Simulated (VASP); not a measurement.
Here is a VASP 6.6.1 calculation.

The input INCAR:

```
SYSTEM = KLiF2
  ALGO = Normal
  EDIFF = 1E-6
  EDIFFG = -0.005
  ENCUT = 600
  GGA = PE
  IBRION = 2
  ISIF = 3
  ISMEAR = -1
  LASPH = .TRUE.
  LCHARG = .FALSE.
  LREAL = .FALSE.
  LWAVE = .FALSE.
  NELM = 60
  NSW = 80
  PREC = Accurate
  SIGMA = 0.02
```

Contents of KPOINTS:

```
k-points
0
G
  10 10 10
  0 0 0
```

The input POSCAR:

```
KLiF2
1.0
    1.4737137696      0.8508490416      4.8131290165
   -1.4737137696      0.8508490416      4.8131290165
    0.0000000000     -1.7016980832      4.8131290165
Li K F
1 1 2
Direct
    1.0000000000      0.0000000000      0.0000000000
    0.5000000000      0.5000000000      0.5000000000
    0.2500000000      0.2500000000      0.2500000000
    0.7500000000      0.7500000000      0.7500000000
```

Potentials or basis: VASP PAW PBE potentials, release 64 (Li_sv, K_sv, F).

Run with:

```console
$ cat potpaw_PBE.64/Li_sv/POTCAR potpaw_PBE.64/K_sv/POTCAR potpaw_PBE.64/F/POTCAR > POTCAR
$ mpirun -np 1 vasp_std > vasp.out
```

What does it give for the space group after relaxing (to 0.1 Å)?

R-3m (No. 166).

Predict the relaxed volume.

13.31 Å³/atom.

Step by step:
| step | energy change (eV) | largest force (eV/Å) | pressure (GPa) | volume (Å³) |
| --- | --- | --- | --- | --- |
| 1 | 0.0000 | 6.7532 | 74.56 | 36.21 |
| 2 | -3.8165 | 0.5398 | -9.01 | 63.08 |
| 3 | -4.1324 | 0.2827 | 0.61 | 53.47 |
| 4 | -4.1371 | 0.1597 | -0.68 | 54.46 |
| 5 | -4.1364 | 0.2096 | -0.14 | 54.04 |
| 6 | -4.1463 | 0.1631 | 0.00 | 53.76 |
| 7 | -4.1579 | 0.0117 | 0.34 | 52.90 |
| 8 | -4.1579 | 0.0235 | 0.32 | 52.97 |
| 9 | -4.1582 | 0.0000 | -0.06 | 53.27 |
| 10 | -4.1582 | 0.0033 | 0.00 | 53.23 |

Caveat: the cutoff is under 1.25 times the usual one of these potentials, so pressure, stress and relaxed cells hold a basis-set (Pulay) error; the volume moved by over 15 % at a fixed basis, so the end points are rough.
